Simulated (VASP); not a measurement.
# B (C2/c) in VASP: a series of runs

The runs below take B through relaxation of cell and atoms, single point, with PBE.

All numbers are computed with VASP 6.6.1; they aren't measurements. Logs are shortened: lines on timing, memory, paths and dates and some standing lists are left out, and cuts for length are marked.

**1. The cell of the first run**

Symmetry: C2/c, No. 15, monoclinic system. Conventional cell: a = 5.480 Å, b = 8.962 Å, c = 4.251 Å, α = 90.00°, β = 109.79°, γ = 90.00°. B (site symmetry 1) has 7 B at 1.72 to 2.45 Å within 2.5 Å. B (site symmetry 1) has 7 B at 1.71 to 2.45 Å within 2.5 Å. B (site symmetry 1) has 9 B at 1.71 to 2.41 Å within 2.5 Å.

The cell was built from a structure type or drawn by symmetry, and may not be a known phase.

**2. Relaxation of cell and atoms, PBE**

The input, INCAR:

```
SYSTEM = B
  ALGO = Normal
  EDIFF = 1E-7
  EDIFFG = -0.04
  ENCUT = 600
  GGA = PE
  IBRION = 2
  ISIF = 3
  ISMEAR = 0
  LASPH = .TRUE.
  LCHARG = .FALSE.
  LREAL = .FALSE.
  LWAVE = .FALSE.
  NELM = 60
  NSW = 90
  PREC = Accurate
  SIGMA = 0.1
```

The input, KPOINTS:

```
k-points
0
G
  4 4 4
  0 0 0
```

The input, POSCAR:

```
B
1.0
    2.7398460300     -4.4811724400      0.0000000000
    2.7398460300      4.4811724400      0.0000000000
   -1.4395387300      0.0000000000      4.0000843500
B
12
Direct
    0.8789378800      0.4572746800      0.8074150600
    0.5427253200      0.1210621200      0.6925849400
    0.1210621200      0.5427253200      0.1925849400
    0.4572746800      0.8789378800      0.3074150600
    0.1936866600      0.4284146600      0.8280985500
    0.5715853400      0.8063133400      0.6719014500
    0.8063133400      0.5715853400      0.1719014500
    0.4284146600      0.1936866600      0.3280985500
    0.4341453400      0.3084540200      0.9670283900
    0.6915459800      0.5658546600      0.5329716100
    0.5658546600      0.6915459800      0.0329716100
    0.3084540200      0.4341453400      0.4670283900
```

Potentials or basis: VASP PAW PBE potentials, release 64 (B).

Run with:

```sh
$ cat potpaw_PBE.64/B/POTCAR > POTCAR
$ mpirun -np 1 vasp_std > vasp.out
```

OUTCAR:

```text
SYSTEM = B
   EDIFF = 1E-7
   EDIFFG = -0.04
   ENCUT = 600
   GGA = PE
   IBRION = 2
   ISIF = 3
   ISMEAR = 0
   LASPH = .TRUE.
   LREAL = .FALSE.
   NELM = 60
   NSW = 90
   PREC = Accurate

 ion  position               nearest neighbor table
   1  0.879  0.457  0.807-   5 1.72   3 1.73   7 1.73  10 1.73   2 1.74
   2  0.543  0.121  0.693-   6 1.72   4 1.73   8 1.73   9 1.73   1 1.74
   3  0.121  0.543  0.193-   7 1.72   1 1.73   5 1.73  12 1.73   4 1.74
   4  0.457  0.879  0.307-   8 1.72   2 1.73   6 1.73  11 1.73   3 1.74
   5  0.194  0.428  0.828-   9 1.71   1 1.72   3 1.73  11 1.73  12 1.75
   6  0.572  0.806  0.672-  10 1.71   2 1.72   4 1.73  12 1.73  11 1.75
   7  0.806  0.572  0.172-  11 1.71   3 1.72   1 1.73   9 1.73  10 1.75
   8  0.428  0.194  0.328-  12 1.71   4 1.72   2 1.73  10 1.73   9 1.75
   9  0.434  0.308  0.967-   5 1.71   2 1.73   7 1.73   8 1.75  11 1.75
  10  0.692  0.566  0.533-   6 1.71   1 1.73   8 1.73   7 1.75  12 1.75
  11  0.566  0.692  0.033-   7 1.71   4 1.73   5 1.73   6 1.75   9 1.75
  12  0.308  0.434  0.467-   8 1.71   3 1.73   6 1.73   5 1.75  10 1.75

  LATTYP: Found a base centered monoclinic cell.
 ALAT       =     5.4796920600
 B/A-ratio  =     1.6355563017
 C/A-ratio  =     0.7758152800
 COS(beta)  =    -0.3386170888

  Lattice vectors:

 A1 = (   2.7398460300,  -4.4811724400,   0.0000000000)
 A2 = (   2.7398460300,   4.4811724400,   0.0000000000)
 A3 = (  -1.4395387300,   0.0000000000,   4.0000843500)

Analysis of symmetry for initial positions (statically):
=====================================================================
 Subroutine PRICEL returns:
 Original cell was already a primitive cell.

 Routine SETGRP: Setting up the symmetry group for a
 base centered monoclinic supercell.

 Subroutine GETGRP returns: Found  4 space group operations
 (whereof  2 operations were pure point group operations)
 out of a pool of  4 trial point group operations.

The static configuration has the point symmetry S_2 .
 The point group associated with its full space group is C_2h.

Analysis of symmetry for dynamics (positions and initial velocities):
=====================================================================
 Subroutine PRICEL returns:
 Original cell was already a primitive cell.

 Routine SETGRP: Setting up the symmetry group for a
 base centered monoclinic supercell.

 Subroutine GETGRP returns: Found  4 space group operations
 (whereof  2 operations were pure point group operations)
 out of a pool of  4 trial point group operations.

The dynamic configuration has the point symmetry S_2 .
 The point group associated with its full space group is C_2h.

 Subroutine INISYM returns: Found  4 space group operations
 (whereof  2 operations are pure point group operations),
 and found     1 'primitive' translations

----------------------------------------------------------------------------------------

                                     Primitive cell

  volume of cell :      98.2239

  direct lattice vectors                    reciprocal lattice vectors
     2.739846030 -4.481172440  0.000000000     0.182492007 -0.111577942  0.065674693
     2.739846030  4.481172440  0.000000000     0.182492007  0.111577942  0.065674693
    -1.439538730  0.000000000  4.000084350     0.000000000  0.000000000  0.249994728

  length of vectors
     5.252395901  5.252395901  4.251228830     0.223754631  0.223754631  0.249994728

  position of ions in fractional coordinates (direct lattice)
     0.878937880  0.457274680  0.807415060
     0.542725320  0.121062120  0.692584940
     0.121062120  0.542725320  0.192584940
     0.457274680  0.878937880  0.307415060
     0.193686660  0.428414660  0.828098550
     0.571585340  0.806313340  0.671901450
     0.806313340  0.571585340  0.171901450
     0.428414660  0.193686660  0.328098550
     0.434145340  0.308454020  0.967028390
     0.691545980  0.565854660  0.532971610
     0.565854660  0.691545980  0.032971610
     0.308454020  0.434145340  0.467028390

  ion indices of the primitive-cell ions
   primitive index   ion index
                 1           1
                 2           2
                 3           3
                 4           4
                 5           5
                 6           6
                 7           7
                 8           8
                 9           9
                10          10
                11          11
                12          12

----------------------------------------------------------------------------------------

 KPOINTS: k-points

Automatic generation of k-mesh.
 Grid dimensions read from file:
 generate k-points for:    4    4    4

 Generating k-lattice:

  Cartesian coordinates                     Fractional coordinates (reciprocal lattice)
     0.045623002 -0.027894486  0.016418673     0.250000000 -0.000000000  0.000000000
     0.045623002  0.027894486  0.016418673    -0.000000000  0.250000000  0.000000000
     0.000000000  0.000000000  0.062498682     0.000000000  0.000000000  0.250000000

  Length of vectors
     0.055938658  0.055938658  0.062498682

  Shift w.r.t. Gamma in fractional coordinates (k-lattice)
     0.000000000  0.000000000  0.000000000

 Subroutine IBZKPT returns following result:
 ===========================================

 Found     24 irreducible k-points:

 Following reciprocal coordinates:
            Coordinates               Weight
  0.000000  0.000000  0.000000      1.000000
  0.250000 -0.000000  0.000000      4.000000
  0.500000 -0.000000  0.000000      2.000000
  0.250000  0.250000  0.000000      2.000000
  0.500000  0.250000 -0.000000      4.000000
 -0.250000  0.250000  0.000000      2.000000
[... 16 lines left out ...]
 -0.250000  0.250000  0.500000      2.000000
  0.500000  0.500000  0.500000      1.000000
   k-points           NKPTS =     24   k-points in BZ     NKDIM =     24   number of bands    NBANDS=     25
   number of dos      NEDOS =    301   number of ions     NIONS =     12
   total plane-waves  NPLWV =  63504
   dimension x,y,z NGX =    42 NGY =   42 NGZ =   36
   dimension x,y,z NGXF=    84 NGYF=   84 NGZF=   72
   ions per type =              12
   NGX,Y,Z   is equivalent  to a cutoff of  13.29, 13.29, 14.08 a.u.
   NGXF,Y,Z  is equivalent  to a cutoff of  26.59, 26.59, 28.16 a.u.
 SYSTEM =  B
   PREC   = accura    normal or accurate (medium, high low for compatibility)
   ISTART =      0    job   : 0-new  1-cont  2-samecut
   ICHARG =      2    charge: 1-file 2-atom 10-const
   ISPIN  =      1    spin polarized calculation?
   LNONCOLLINEAR =      F non collinear calculations
   LSORBIT =      F    spin-orbit coupling
   LASPH  =      T    aspherical Exc in radial PAW
   ENCUT  =  600.0 eV  44.10 Ry    6.64 a.u.  10.49 10.49  8.49*2*pi/ulx,y,z
   NELM   =     60;   NELMIN=  2; NELMDL= -5     # of ELM steps
   EDIFF  = 0.1E-06   stopping-criterion for ELM
   LREAL  =      F    real-space projection
   EDIFFG = -.4E-01   stopping-criterion for IOM
   NSW    =     90    number of steps for IOM
   IBRION =      2    ionic relax: 0-MD 1-quasi-New 2-CG
   NFREE  =      1    steps in history (QN), initial steepest desc. (CG)
   ISIF   =      3    stress and relaxation
   ISYM   =      2    0-nonsym 1-usesym 2-fastsym
   POTIM  = 0.5000    time-step for ionic-motion
   TEBEG  =    0.0;   TEEND  =   0.0 temperature during run
   PSTRESS=    0.0 pullay stress
   NELECT =      36.0000    total number of electrons
   NUPDOWN=      -1.0000    fix difference up-down
   EMIN   =  10.00;   EMAX   =-10.00  energy-range for DOS
   EFERMI =   0.00;   METHOD = LEGACY
   ISMEAR =     0;   SIGMA  =   0.10  broadening in eV -4-tet -1-fermi 0-gaus
   EFERMI_NEDOS =   21; number of points for ismear=-14 and -15
   IALGO  =     38    algorithm
   IMIX   =      4    mixing-type and parameters
     AMIX     =   0.40;   BMIX     =  1.00
     AMIX_MAG =   1.60;   BMIX_MAG =  1.00
  volume/ion in A,a.u.               =       8.19        55.24
  Fermi-wavevector in a.u.,A,eV,Ry     =   1.171575  2.213955 18.675186  1.372587
  Thomas-Fermi vector in A             =   2.308016
   LORBIT       =      0    0 simple, 1 ext, 2 COOP (PROOUT), +10 PAW based schemes
   GGA     = PE    functional components
   LHFCALC =     F    Hartree Fock is set to
   AEXX    =    0.0000 exact exchange contribution
   IVDW    =     0    specifies the selected vdW correction
   LEPSILON=     F    determine dielectric tensor
   LRPA    =     F    only Hartree local field effects (RPA)
 conjugate gradient relaxation of ions
 non-spin polarized calculation
 Gauss-broadening in eV      SIGMA  =   0.10
  energy-cutoff  :      600.00
  volume of cell :       98.22
 maximum number of plane-waves:      3292
 NGX is ok and might be reduce to    42
   NGX = 21   NGY = 21   NGZ = 17

--------------------------------------- Ionic step        1  -------------------------------------------

 number of electron      36.0000000 magnetization

 Free energy of the ion-electron system (eV)
  ---------------------------------------------------
  ext. energy  EPLUGINS =         0.00000000
  ---------------------------------------------------
  free energy    TOTEN  =       -72.32622870 eV

  energy without entropy =      -72.30589202  energy(sigma->0) =      -72.31606036

------------------------ aborting loop because EDIFF is reached ----------------------------------------

  FORCE on cell =-STRESS in cart. coord.  units (eV):
  Direction    XX          YY          ZZ          XY          YZ          ZX
  --------------------------------------------------------------------------------------
  -------------------------------------------------------------------------------------
  Total       12.9638860     -0.8214449      8.9453416      0.0000000      0.0000000      0.7361081
  in kB      211.4602921    -13.3989898    145.9118466      0.0000000      0.0000000     12.0070194
  external PRESSURE =     114.6577163 kB  Pullay stress =       0.0000000 kB
[... 119 lines left out ...]
  FREE ENERGIE OF THE ION-ELECTRON SYSTEM (eV)
  ---------------------------------------------------
  free  energy   TOTEN  =       -73.2074405881 eV

  energy  without entropy=      -73.1903419644  energy(sigma->0) =      -73.19889128

[... ionic steps 4 to 31 ...]

--------------------------------------- Ionic step       32  -------------------------------------------

 number of electron      36.0000000 magnetization

------------------------ aborting loop because EDIFF is reached ----------------------------------------

  FORCE on cell =-STRESS in cart. coord.  units (eV):
  Direction    XX          YY          ZZ          XY          YZ          ZX
  --------------------------------------------------------------------------------------
  -------------------------------------------------------------------------------------
  Total       -0.1158003     -0.0079904     -0.0922027      0.0000000      0.0000000      0.0222842
  in kB       -1.8376913     -0.1268033     -1.4632100      0.0000000      0.0000000      0.3536394
  external PRESSURE =      -1.1425682 kB  Pullay stress =       0.0000000 kB
[... 77 lines left out ...]
  energy  without entropy=      -75.9918150115  energy(sigma->0) =      -75.99407412

--------------------------------------- Ionic step       34  -------------------------------------------

 number of electron      36.0000000 magnetization

 Free energy of the ion-electron system (eV)
  ---------------------------------------------------
  ext. energy  EPLUGINS =         0.00000000
  ---------------------------------------------------
  free energy    TOTEN  =       -75.99680094 eV

  energy without entropy =      -75.99222588  energy(sigma->0) =      -75.99451341

 E-fermi :   4.6255     XC(G=0): -10.6762

 val. band max:        4.5371459259   @ k =   0.2500   0.2500   0.5000
 cond. band min:       4.6353512263   @ k =  -0.2500   0.2500   0.0000
 fundamental gap:      0.0982053004
 Fermi energy:         4.6255063931

 k-point     1 :       0.0000    0.0000    0.0000
  band No.  band energies     occupation
      1     -11.1679      2.00000
      2      -6.9390      2.00000
      3      -6.6175      2.00000
      4      -5.8276      2.00000
      5      -5.3082      2.00000
      6      -4.0054      2.00000
[... 700 lines left out ...]
  FREE ENERGIE OF THE ION-ELECTRON SYSTEM (eV)
  ---------------------------------------------------
  free  energy   TOTEN  =       -75.9968009381 eV

  energy  without entropy=      -75.9922258793  energy(sigma->0) =      -75.99451341

 reached required accuracy - stopping structural energy minimisation
```

It took 30 min on 1 thread of Intel Xeon Platinum 8259CL at 2.50GHz (Skylake/Cascade Lake), shared host; peak memory 0.25 GiB.

Results:

```
Free energy                           : -75.9968 eV
Relaxed volume                        : 8.39 Å³/atom
Relaxed cell                          : a = 4.851 Å, b = 4.851 Å, c = 4.770 Å, α = 96.81°, β = 96.81°, γ = 113.25°
Space group after relaxing (to 0.1 Å) : C2/c (No. 15)
Energy gained by relaxing             : 305.9 meV/atom
Ionic steps                           : 34
Pressure after relaxing               : 0.1 GPa
Largest force after relaxing          : 0.025 eV/Å
Band gap on the k mesh                : zero (bands 18 and 19 overlap by 1.15 eV)
```

Forces on the atoms (eV/Å):
```
B    0.023  0.001  0.010
B   -0.023  0.001 -0.010
B   -0.023 -0.001 -0.010
B    0.023 -0.001  0.010
B   -0.020 -0.009  0.002
B    0.020 -0.009 -0.002
B    0.020  0.009 -0.002
B   -0.020  0.009  0.002
B    0.003  0.010  0.023
B   -0.003  0.010 -0.023
B   -0.003 -0.010 -0.023
B    0.003 -0.010  0.023
```

Stress tensor (GPa, compression positive):
```
-0.12  0.00 -0.01
 0.00  0.04  0.00
-0.01  0.00  0.24
```

The path:
```csv
step,energy change (eV),largest force (eV/Å),pressure (GPa),volume (Å³)
1,0.0000,2.2191,11.47,98.22
2,-0.8167,1.3462,-3.76,106.71
3,-0.8812,0.8663,-1.24,104.70
4,-1.0954,0.6433,-0.54,105.07
5,-1.1031,0.8084,-0.30,105.15
6,-1.2705,0.4390,0.20,105.11
7,-1.3326,0.7844,0.62,105.05
8,-1.4265,0.8503,0.31,105.10
9,-1.8051,1.2286,-0.96,105.22
10,-2.3880,1.8769,-4.19,105.20
11,-1.1832,2.6294,-8.67,104.17
12,-2.3778,2.2787,-5.06,105.12
13,-2.4592,2.1613,-5.69,105.01
14,-2.5621,2.1083,-7.34,104.63
15,-2.6821,1.9746,-6.82,104.26
16,-2.9812,1.5683,-5.03,103.16
17,-3.2856,1.0921,-0.35,100.97
18,-3.2955,1.3291,0.93,100.47
19,-3.3875,1.0462,1.43,100.29
20,-3.5293,0.4279,3.14,99.75
21,-3.5337,0.4208,3.56,99.64
22,-3.5706,0.3345,1.75,100.45
23,-3.5948,0.2667,-1.07,101.80
24,-3.6121,0.2358,-0.96,101.78
25,-3.6374,0.3052,-0.60,101.71
26,-3.6530,0.1709,-0.32,101.49
27,-3.6610,0.1539,0.11,101.16
28,-3.6654,0.0727,0.04,101.10
29,-3.6665,0.0512,-0.02,101.05
30,-3.6684,0.0411,-0.05,101.02
31,-3.6686,0.0649,-0.07,101.01
32,-3.6695,0.0480,-0.11,100.96
33,-3.6701,0.0404,-0.19,100.88
34,-3.6706,0.0250,0.05,100.71
```

Final structure:
```cif
data_structure
_symmetry_space_group_name_H-M 'P 1'
_symmetry_Int_Tables_number 1
_cell_length_a 4.8508
_cell_length_b 4.8508
_cell_length_c 4.7703
_cell_angle_alpha 96.809
_cell_angle_beta 96.809
_cell_angle_gamma 113.249
_cell_volume 100.71
loop_
_atom_site_label
_atom_site_type_symbol
_atom_site_fract_x
_atom_site_fract_y
_atom_site_fract_z
_atom_site_occupancy
B1 B 0.86069 0.45163 0.85292 1
B2 B 0.54837 0.13931 0.64708 1
B3 B 0.13931 0.54837 0.14708 1
B4 B 0.45163 0.86069 0.35292 1
B5 B 0.22004 0.45304 0.79954 1
B6 B 0.54696 0.77996 0.70046 1
B7 B 0.77996 0.54696 0.20046 1
B8 B 0.45304 0.22004 0.29954 1
B9 B 0.45988 0.28661 0.95810 1
B10 B 0.71339 0.54012 0.54190 1
B11 B 0.54012 0.71339 0.04190 1
B12 B 0.28661 0.45988 0.45810 1
```

Caveat: the k points lie up to 0.36 Å⁻¹ apart in the final cell, too coarse for converged energies and pressures of a metal.

**3. Single point, PBE**

This run uses another cell than the first one, of 8.39 Å³/atom.

The input, INCAR:

```
SYSTEM = B
ALGO     = Normal         ! electronic algorithm
EDIFF    = 1E-6           ! SCF threshold, eV
ENCUT    = 520            ! plane-wave cutoff, eV
GGA      = PE             ! functional
ISIF     = 2              ! what is computed and relaxed
ISMEAR   = 0              ! smearing method
LASPH    = .TRUE.         ! aspherical terms in the spheres
LCHARG   = .FALSE.        ! write CHGCAR
LREAL    = .FALSE.        ! projectors in reciprocal space
LWAVE    = .FALSE.        ! write WAVECAR
NBANDS   = 30             ! bands
NELM     = 80             ! most SCF steps
PREC     = Accurate       ! precision mode
SIGMA    = 0.1            ! smearing width, eV
```

The input, KPOINTS:

```
k-points
0
G
  8 8 8
  0 0 0
```

The input, POSCAR:

```
B
1.0
    2.6738560062     -4.0464192798     -0.0025133187
    2.6738560062      4.0464192798     -0.0025133187
   -1.0333261467      0.0000000000      4.6557809076
B
12
Direct
    0.8606213990      0.4527917330      0.8532693403
    0.5472082670      0.1393786010      0.6467306597
    0.1393786010      0.5472082670      0.1467306597
    0.4527917330      0.8606213990      0.3532693403
    0.2203707963      0.4552512197      0.7992826614
    0.5447487803      0.7796292037      0.7007173386
    0.7796292037      0.5447487803      0.2007173386
    0.4552512197      0.2203707963      0.2992826614
    0.4585589876      0.2859162263      0.9580687138
    0.7140837737      0.5414410124      0.5419312862
    0.5414410124      0.7140837737      0.0419312862
    0.2859162263      0.4585589876      0.4580687138
```

Potentials or basis: VASP PAW PBE potentials, release 64 (B).

Run with:

```sh
$ cat potpaw_PBE.64/B/POTCAR > POTCAR
$ mpirun -np 1 vasp_std > vasp.out
```

It took 7.2 min on 1 thread of Intel Xeon Platinum 8259CL at 2.50GHz (Skylake/Cascade Lake), shared host; peak memory 0.4 GiB.

It converged, with:

| Property | Result |
| --- | --- |
| Free energy | -76.0331 eV |
| Pressure | 0.0 GPa |
| Largest force | 0.009 eV/Å |
| Band gap on the k mesh | zero (bands 18 and 19 overlap by 1.19 eV) |

Forces on the atoms (eV/Å):
```
B    0.002 -0.001  0.001
B   -0.002 -0.001 -0.001
B   -0.002  0.001 -0.001
B    0.002  0.001  0.001
B   -0.006  0.007 -0.003
B    0.006  0.007  0.003
B    0.006 -0.007  0.003
B   -0.006 -0.007 -0.003
B   -0.005 -0.003 -0.005
B    0.005 -0.003  0.005
B    0.005  0.003  0.005
B   -0.005  0.003 -0.005
```

Stress tensor (GPa, compression positive):
```
-0.01  0.00  0.03
 0.00 -0.02  0.00
 0.03  0.00  0.11
```

Levels at points of the mesh, in eV from the Fermi level:
| k point | band 14 | band 15 | band 16 | band 17 | band 18 | band 19 | band 20 | band 21 | band 22 | band 23 |
| --- | --- | --- | --- | --- | --- | --- | --- | --- | --- | --- |
| (0.00, 0.00, 0.00) | -3.56 | -3.20 | -3.11 | -2.04 | 0.81 | 1.33 | 1.38 | 1.81 | 4.18 | 5.22 |
| (0.50, 0.00, 0.00) | -3.24 | -3.02 | -2.37 | -1.59 | 0.14 | 0.44 | 1.29 | 2.52 | 3.58 | 4.65 |
| (0.50, 0.50, 0.00) | -3.15 | -2.41 | -2.32 | -1.90 | -0.38 | 0.73 | 2.23 | 2.26 | 3.65 | 4.34 |
| (0.00, 0.00, 0.50) | -2.88 | -2.63 | -2.63 | -2.08 | -2.08 | 1.35 | 1.35 | 3.85 | 3.85 | 5.10 |
| (0.50, 0.00, 0.50) | -3.32 | -2.82 | -2.47 | -1.75 | -0.84 | 0.61 | 0.71 | 2.93 | 3.70 | 4.78 |
| (0.50, 0.50, 0.50) | -3.41 | -3.00 | -3.00 | -2.10 | -2.10 | 1.31 | 1.31 | 2.72 | 2.72 | 4.93 |
